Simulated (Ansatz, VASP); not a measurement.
# P: VASP beside Ansatz

```
P
1.0
     2.40082    0.00000    0.00000
     0.00000    3.59116    0.00000
     0.00000    0.00000    5.60107
P
3
Direct
  0.50000 0.50000 0.79181
  0.50000 0.50000 0.20819
  0.50000 0.00000 0.50000
```

Alike in both runs: functional PBE; k mesh 18 × 14 × 8; occupations gaussian, width 0.1 eV; no spin polarisation.

Ansatz relaxed the structure, and its values are those at the end. VASP's run is a single point on that final structure, the one shown.

```csv
,VASP,Ansatz
version,VASP 6.6.1,Ansatz 0.2.0
potentials or method,"VASP PAW PBE potentials, release 64 (P), cutoff 520 eV","scalar-relativistic, plane waves, PAW"
valence electrons in the cell,15,15
```

```tsv
	VASP	Ansatz	Ansatz less VASP
gap on the k mesh at the Fermi level (eV)	none	none	-
pressure (GPa)	-0.2	0.0	+0.25
```

A gap of «none» marks a metal or a gap that the smearing closes.
